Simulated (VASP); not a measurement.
# Ir3O in VASP: a series of runs

Runs on Ir3O. Level: PBE. Tasks: relaxation of the atoms.

All numbers are computed with VASP 6.6.1; they aren't measurements. Logs are shortened: lines on timing, memory, paths and dates and some standing lists are left out, and cuts for length are marked.

## 1. The cell of the first run

The cell holds a slab with vacuum, 4 atoms: a = 2.737 Å, b = 2.737 Å, c = 19.843 Å, α = 90.00°, β = 90.00°, γ = 120.00°.

## 2. Relaxation of the atoms, PBE

Input file INCAR:

```
SYSTEM = Ir3O
PREC = Accurate
ENCUT = 520
EDIFF = 1E-7
ISMEAR = 0
SIGMA = 0.1
LREAL = .False.
LASPH = .True.
NELM = 80
ALGO = Normal
ISIF = 2
LWAVE = .False.
LCHARG = .False.
LDIPOL = .True.
IDIPOL = 3
DIPOL = 0.5 0.5 0.359
GGA = PE
IBRION = 2
NSW = 36
EDIFFG = -0.025
```

Input file KPOINTS:

```
Automatic mesh
0
Gamma
  12 12 1
  0 0 0
```

Input file POSCAR:

```
Ir3O
1.0
    2.7367600872      0.0000000000      0.0000000000
   -1.3683800436      2.3701037596      0.0000000000
    0.0000000000      0.0000000000     19.8425800730
Ir O
3 1
Selective dynamics
Direct
    0.6666666667      0.3333333333      0.2015866881  F F F
    0.3333333333      0.6666666667      0.3110139949  F F F
    0.0000000000      0.0000000000      0.4204382718  F F F
    0.1666666667      0.3333333333      0.5032230444  F F T
```

Potentials or basis: VASP PAW PBE potentials, release 64 (Ir, O).

Started as:

```bash
> cat potpaw_PBE.64/Ir/POTCAR potpaw_PBE.64/O/POTCAR > POTCAR
> mpirun -np 1 vasp_std > vasp.out
```

OUTCAR:

```text
SYSTEM = Ir3O
   PREC = Accurate
   ENCUT = 520
   EDIFF = 1E-7
   ISMEAR = 0
   LREAL = .False.
   LASPH = .True.
   NELM = 80
   ISIF = 2
   GGA = PE
   IBRION = 2
   NSW = 36
   EDIFFG = -0.025

 ion  position               nearest neighbor table
   1  0.667  0.333  0.202-   2 2.69   2 2.69   2 2.69
   2  0.333  0.667  0.311-   3 2.69   3 2.69   3 2.69   1 2.69   1 2.69   1 2.69
   3  0.000  0.000  0.420-   4 1.82   4 2.66   4 2.66   2 2.69   2 2.69   2 2.69
   4  0.167  0.333  0.503-   3 1.82   3 2.66   3 2.66

  LATTYP: Found a hexagonal cell.
 ALAT       =     2.7367600872
 C/A-ratio  =     7.2503907689

  Lattice vectors:

 A1 = (   2.7367600872,   0.0000000000,   0.0000000000)
 A2 = (  -1.3683800436,   2.3701037596,   0.0000000000)
 A3 = (   0.0000000000,   0.0000000000,  19.8425800730)

Analysis of symmetry for initial positions (statically):
=====================================================================
 Subroutine PRICEL returns:
 Original cell was already a primitive cell.

 Routine SETGRP: Setting up the symmetry group for a
 hexagonal supercell.

 Subroutine GETGRP returns: Found  2 space group operations
 (whereof  2 operations were pure point group operations)
 out of a pool of 24 trial point group operations.

The static configuration has the point symmetry C_1h.

Analysis of symmetry for dynamics (positions and initial velocities):
=====================================================================
 Subroutine PRICEL returns:
 Original cell was already a primitive cell.

 Routine SETGRP: Setting up the symmetry group for a
 hexagonal supercell.

 Subroutine GETGRP returns: Found  2 space group operations
 (whereof  2 operations were pure point group operations)
 out of a pool of 24 trial point group operations.

The dynamic configuration has the point symmetry C_1h.

Analysis of constrained symmetry for selective dynamics:
=====================================================================
 Subroutine PRICEL returns:
 Original cell was already a primitive cell.

 Routine SETGRP: Setting up the symmetry group for a
 hexagonal supercell.

 Subroutine GETGRP returns: Found  2 space group operations
 (whereof  2 operations were pure point group operations)
 out of a pool of 24 trial point group operations.

The constrained configuration has the point symmetry C_1h.

 Subroutine INISYM returns: Found  2 space group operations
 (whereof  2 operations are pure point group operations),
 and found     1 'primitive' translations

----------------------------------------------------------------------------------------

                                     Primitive cell

  volume of cell :     128.7070

  direct lattice vectors                    reciprocal lattice vectors
     2.736760087  0.000000000  0.000000000     0.365395566  0.210961228  0.000000000
    -1.368380044  2.370103760  0.000000000     0.000000000  0.421922456  0.000000000
     0.000000000  0.000000000 19.842580073     0.000000000  0.000000000  0.050396672

  length of vectors
     2.736760087  2.736760087 19.842580073     0.421922456  0.421922456  0.050396672

  position of ions in fractional coordinates (direct lattice)
     0.666666667  0.333333333  0.201586688
     0.333333333  0.666666667  0.311013995
     0.000000000  0.000000000  0.420438272
     0.166666667  0.333333333  0.503223044

  ion indices of the primitive-cell ions
   primitive index   ion index
                 1           1
                 2           2
                 3           3
                 4           4

----------------------------------------------------------------------------------------

 KPOINTS: Automatic mesh

Automatic generation of k-mesh.
 Grid dimensions read from file:
 generate k-points for:   12   12    1

 Generating k-lattice:

  Cartesian coordinates                     Fractional coordinates (reciprocal lattice)
     0.030449630  0.017580102  0.000000000     0.083333333  0.000000000  0.000000000
     0.000000000  0.035160205  0.000000000     0.000000000  0.083333333  0.000000000
     0.000000000  0.000000000  0.050396672     0.000000000  0.000000000  1.000000000

  Length of vectors
     0.035160205  0.035160205  0.050396672

  Shift w.r.t. Gamma in fractional coordinates (k-lattice)
     0.000000000  0.000000000  0.000000000

 Subroutine IBZKPT returns following result:
 ===========================================

 Found     43 irreducible k-points:

 Following reciprocal coordinates:
            Coordinates               Weight
  0.000000  0.000000  0.000000      1.000000
  0.083333 -0.000000  0.000000      4.000000
  0.000000  0.083333  0.000000      2.000000
  0.166667 -0.000000  0.000000      4.000000
  0.000000  0.166667  0.000000      2.000000
  0.250000 -0.000000  0.000000      4.000000
[... 16 lines left out ...]
 -0.083333  0.416667  0.000000      4.000000
 -0.416667  0.333333  0.000000      4.000000
 [... further k-points ...]
[... 68 lines left out ...]

  energy without entropy =      -29.59291400  energy(sigma->0) =      -29.60406114

 E-fermi :  -0.5376     XC(G=0):  -6.1540

 val. band max:       -0.5553669565   @ k =  -0.3333   0.1667   0.0000
 cond. band min:      -0.5295367681   @ k =   0.4167   0.3333   0.0000
 fundamental gap:      0.0258301885
 Fermi energy:        -0.5375552709

 k-point     1 :       0.0000    0.0000    0.0000
  band No.  band energies     occupation
      1     -19.2237      2.00000
      2     -10.6917      2.00000
      3      -8.9333      2.00000
      4      -8.2893      2.00000
      5      -5.7062      2.00000
      6      -4.7461      2.00000
[... 12 lines left out ...]
     19      -0.4776      0.39643
     20      -0.3418      0.00565

 k-point     2 :       0.0833   -0.0000    0.0000
  band No.  band energies     occupation
      1     -19.1671      2.00000
      2     -10.4398      2.00000
      3      -8.6864      2.00000
      4      -8.0406      2.00000
      5      -5.7428      2.00000
      6      -4.9540      2.00000
[... 12 lines left out ...]
     19      -0.6766      1.95068
     20      -0.1932      0.00000

 k-point     3 :       0.0000    0.0833    0.0000
  band No.  band energies     occupation
      1     -19.1689      2.00000
      2     -10.4414      2.00000
      3      -8.6750      2.00000
      4      -8.0399      2.00000
      5      -5.7771      2.00000
      6      -4.9280      2.00000
[... 12 lines left out ...]
     19      -0.4639      0.29735
     20      -0.4094      0.06989

 k-point     4 :       0.1667   -0.0000    0.0000
  band No.  band energies     occupation
      1     -19.0105      2.00000
      2      -9.7513      2.00000
      3      -8.0561      2.00000
      4      -7.4165      2.00000
      5      -5.9289      2.00000
      6      -5.4006      2.00000
[... 12 lines left out ...]
     19      -0.6633      1.92469
     20       0.0988      0.00000

 k-point     5 :       0.0000    0.1667    0.0000
  band No.  band energies     occupation
      1     -19.0181      2.00000
      2      -9.7599      2.00000
      3      -8.0002      2.00000
      4      -7.4127      2.00000
      5      -5.9447      2.00000
      6      -5.5142      2.00000
[... 12 lines left out ...]
     19      -0.4321      0.13590
     20       0.0584      0.00000
[... 353 lines left out ...]
      6      -5.8520      2.00000
[... 12 lines left out ...]
     19      -0.3449      0.00643
     20       0.0866      0.00000

 k-point    22 :       0.3333    0.0833    0.0000
  band No.  band energies     occupation
      1     -18.4475      2.00000
      2      -8.0457      2.00000
      3      -7.5589      2.00000
      4      -7.2093      2.00000
      5      -6.5679      2.00000
      6      -6.0916      2.00000
[... 12 lines left out ...]
     19       0.4722      0.00000
     20       0.8112      0.00000

 k-point    23 :      -0.0833    0.4167    0.0000
  band No.  band energies     occupation
      1     -18.4795      2.00000
      2      -8.0675      2.00000
      3      -7.5666      2.00000
      4      -7.0358      2.00000
      5      -6.5223      2.00000
      6      -5.8296      2.00000
[... 12 lines left out ...]
     19       0.6060      0.00000
     20       0.8277      0.00000

 k-point    24 :      -0.4167    0.3333    0.0000
  band No.  band energies     occupation
      1     -18.4368      2.00000
      2      -8.0432      2.00000
      3      -7.5695      2.00000
      4      -7.2294      2.00000
      5      -6.5649      2.00000
      6      -6.0831      2.00000
[... 12 lines left out ...]
     19       0.5105      0.00000
     20       0.8200      0.00000

 [... further k-points ...]

------------------------ aborting loop because EDIFF is reached ----------------------------------------

 vacuum level on the upper side and lower side of the slab       (xc-potential included)         1.129        -1.191

  FORCE on cell =-STRESS in cart. coord.  units (eV):
  Direction    XX          YY          ZZ          XY          YZ          ZX
  --------------------------------------------------------------------------------------
  -------------------------------------------------------------------------------------
  Total        0.5202294      0.7956151      2.2698999      0.0000000      0.9579261      0.0000000
  in kB        6.4759465      9.9040173     28.2562854      0.0000000     11.9245050      0.0000000
  external PRESSURE =      14.8787497 kB  Pullay stress =       0.0000000 kB

 VOLUME and BASIS-vectors are now :
 -----------------------------------------------------------------------------
  energy-cutoff  :      520.00
  volume of cell :      128.71
      direct lattice vectors                 reciprocal lattice vectors
     2.736760087  0.000000000  0.000000000     0.365395566  0.210961228  0.000000000
    -1.368380044  2.370103760  0.000000000     0.000000000  0.421922456  0.000000000
     0.000000000  0.000000000 19.842580073     0.000000000  0.000000000  0.050396672

 POSITION                                       TOTAL-FORCE (eV/Angst)
 -----------------------------------------------------------------------------------
      1.36838      0.79003      4.00000         0.000000     -0.200813     -0.439116
     -0.00000      1.58007      6.17132         0.000000     -0.165429     -0.197824
      0.00000      0.00000      8.34258        -0.000000      0.532331      0.651561
      0.00000      0.79003      9.98524         0.000000     -0.166089     -0.014620
 -----------------------------------------------------------------------------------
    total drift:                               -0.000000      0.000180     -0.000368

  FREE ENERGIE OF THE ION-ELECTRON SYSTEM (eV)
  ---------------------------------------------------
  free  energy   TOTEN  =       -29.6152082739 eV

  energy  without entropy=      -29.5929140007  energy(sigma->0) =      -29.60406114

 reached required accuracy - stopping structural energy minimisation

 vacuum level on the upper side and lower side of the slab         7.293         4.955
```

Run time: 2.9 min. Hardware: 1 thread of Intel Xeon Platinum 8488C (Sapphire Rapids), shared host; peak memory 0.29 GiB.

What came out:

* Free energy: -29.6152 eV
* Band gap on the k mesh: zero (an odd number of electrons rules out a gap without spin polarisation)

Final structure:
```cif
data_structure
_symmetry_space_group_name_H-M 'P 1'
_symmetry_Int_Tables_number 1
_cell_length_a 2.7368
_cell_length_b 2.7368
_cell_length_c 19.8426
_cell_angle_alpha 90.000
_cell_angle_beta 90.000
_cell_angle_gamma 120.000
_cell_volume 128.71
loop_
_atom_site_label
_atom_site_type_symbol
_atom_site_fract_x
_atom_site_fract_y
_atom_site_fract_z
_atom_site_occupancy
Ir1 Ir 0.66667 0.33333 0.20159 1
Ir2 Ir 0.33333 0.66667 0.31101 1
Ir3 Ir 0.00000 0.00000 0.42044 1
O1 O 0.16667 0.33333 0.50322 1
```

Caveat: the relaxation stopped at its first step, so nothing moved; the highest band is partly filled, so the run has too few bands; spin-orbit coupling is left out, which moves the levels of the heavy elements; an odd number of electrons without spin polarisation forces a metal; a magnetic or distorted state may lie lower.

## 3. Relaxation of the atoms, PBE

Input file INCAR:

```
SYSTEM = Ir3O
PREC     = Accurate       ! precision mode
ENCUT    = 520            ! plane-wave cutoff, eV
EDIFF    = 1E-7           ! SCF threshold, eV
ISMEAR   = 0              ! smearing method
SIGMA    = 0.1            ! smearing width, eV
LREAL    = .False.        ! projectors in reciprocal space
LASPH    = .True.         ! aspherical terms in the spheres
NELM     = 60             ! most SCF steps
ALGO     = Normal         ! electronic algorithm
ISIF     = 2              ! what is computed and relaxed
LWAVE    = .False.        ! write WAVECAR
LCHARG   = .False.        ! write CHGCAR
LDIPOL   = .True.       
IDIPOL   = 3            
DIPOL    = 0.5 0.5 0.359
GGA      = PE             ! functional
IBRION   = 2              ! ionic algorithm
NSW      = 36             ! ionic steps
EDIFFG   = -0.025         ! ionic threshold
```

Input file KPOINTS:

```
regular mesh
0
Gamma
  12 12 1
  0 0 0
```

POSCAR, as its differences from that of step 2:

```diff
@@ -12,2 +12,2 @@
     0.0000000000      0.0000000000      0.4204382718  F F F
-    0.1666666667      0.3333333333      0.5032230444  F F T
+    0.3333333333      0.1666666667      0.5032230444  F F T
```

Potentials or basis: VASP PAW PBE potentials, release 64 (Ir, O).

Started as:

```bash
> cat potpaw_PBE.64/Ir/POTCAR potpaw_PBE.64/O/POTCAR > POTCAR
> mpirun -np 1 vasp_std > vasp.out
```

Run time: 11 min. Hardware: 1 thread of Intel Xeon 8259CL, shared host; peak memory 0.31 GiB.

It converged, with:

| Property | Result |
| --- | --- |
| Free energy | -29.5926 eV |
| Energy gained by relaxing | 0.3 meV/atom |
| Ionic steps | 3 |
| Band gap on the k mesh | zero (an odd number of electrons rules out a gap without spin polarisation) |

The path:
```
step  energy change (eV)  largest force on free atoms (eV/Å)  pressure (GPa)
   1              0.0000                              0.2579            1.48
   2             -0.0013                              0.0511            1.14
   3             -0.0013                              0.0014            1.19
```

Final structure:
```xyz
4
Lattice="2.7368 0.0000 0.0000 -1.3684 2.3701 0.0000 0.0000 0.0000 19.8426" Properties=species:S:1:pos:R:3 pbc="T T T"
Ir    1.3684    0.7900    4.0000
Ir    0.0000    1.5801    6.1713
Ir    0.0000    0.0000    8.3426
O     0.6842    0.3950    9.9955
```

Levels at points of the mesh, in eV from the Fermi level:
```csv
k point,band 13,band 14,band 15,band 16,band 17,band 18,band 19,band 20
"(0.00, 0.00, 0.00)",-2.84,-2.01,-1.28,-0.84,-0.71,-0.42,0.23,0.25
"(0.50, 0.00, 0.00)",-0.51,-0.08,0.64,0.91,1.03,1.08,1.52,2.76
"(0.00, 0.50, 0.00)",-0.79,-0.29,0.38,0.64,0.92,1.50,1.77,1.99
```

Caveat: spin-orbit coupling is left out, which moves the levels of the heavy elements; an odd number of electrons without spin polarisation forces a metal; a magnetic or distorted state may lie lower.

## 4. Relaxation of the atoms, PBE

Input file INCAR:

```
SYSTEM = Ir3O
  PREC = Accurate
  ENCUT = 520
  EDIFF = 1E-6
  ISMEAR = 0
  SIGMA = 0.1
  LREAL = .FALSE.
  LASPH = .TRUE.
  NELM = 60
  ALGO = Normal
  ISIF = 2
  LWAVE = .FALSE.
  LCHARG = .FALSE.
  LDIPOL = .TRUE.
  IDIPOL = 3
  DIPOL = 0.5 0.5 0.355
  GGA = PE
  IBRION = 2
  NSW = 36
  EDIFFG = -0.025
```

Input file KPOINTS:

```
regular mesh
0
G
  12 12 1
  0 0 0
```

POSCAR, as its differences from that of step 3:

```diff
@@ -12,2 +12,2 @@
     0.0000000000      0.0000000000      0.4204382718  F F F
-    0.3333333333      0.1666666667      0.5032230444  F F T
+    0.0000000000      0.5000000000      0.4850802424  F F T
```

Started as:

```bash
> cat potpaw_PBE.64/Ir/POTCAR potpaw_PBE.64/O/POTCAR > POTCAR
> mpirun -np 1 vasp_std > vasp.out
```

Run time: 16 min. Hardware: 1 thread of Intel Xeon 8259CL, shared host; peak memory 0.31 GiB.

The run converged. Its results:

```
Free energy               : -30.1174 eV
Energy gained by relaxing : 81.3 meV/atom
Ionic steps               : 3
Band gap on the k mesh    : zero (an odd number of electrons rules out a gap without spin polarisation)
```

Step by step:
```tsv
step	energy change (eV)	largest force on free atoms (eV/Å)	pressure (GPa)
1	0.0000	4.3007	6.55
2	-0.3069	0.8226	0.39
3	-0.3253	0.0040	1.41
```

Final structure:
```
CELL_PARAMETERS angstrom
2.73676 0.00000 0.00000
-1.36838 2.37010 0.00000
0.00000 0.00000 19.84258
ATOMIC_POSITIONS crystal
Ir 0.66667 0.33333 0.20159
Ir 0.33333 0.66667 0.31101
Ir 0.00000 0.00000 0.42044
O 0.00000 0.50000 0.49333
```

Levels at points of the mesh, in eV from the Fermi level:
```
           k point  band 12  band 13  band 14  band 15  band 16  band 17  band 18  band 19  band 20
(0.00, 0.00, 0.00)    -3.11    -3.02    -1.97    -1.65    -1.06    -0.96    -0.20    -0.12     0.23
(0.50, 0.00, 0.00)    -1.19    -0.39    -0.36     0.48     0.82     0.85     1.43     1.98     2.08
(0.00, 0.50, 0.00)    -1.66    -0.76    -0.20     0.31     0.39     0.86     1.12     1.47     2.55
```

Caveat: spin-orbit coupling is left out, which moves the levels of the heavy elements; an odd number of electrons without spin polarisation forces a metal; a magnetic or distorted state may lie lower.

## 5. The runs side by side

```tsv
cell	gap on the mesh (eV)
atoms relaxed, atomic positions A	none
atoms relaxed, atomic positions B	none
atoms relaxed, atomic positions C	none
```

Alike in all rows: task relaxation of the atoms; level PBE; potentials or basis VASP PAW PBE potentials, release 64 (Ir, O); no spin polarisation; k mesh 12 × 12 × 1; cutoff (eV) 520; smearing gaussian 0.1 eV.

Caveats: spin-orbit coupling is left out, which moves the levels of the heavy elements; an odd number of electrons without spin polarisation forces a metal; a magnetic or distorted state may lie lower; the relaxation stopped at its first step, so nothing moved (at least some runs); the highest band is partly filled, so the run has too few bands (at least some runs).

Absolute energies hang on the potentials; compare differences alone.

The gap in the log of VASP goes by the Fermi energy; the results here count the filled bands.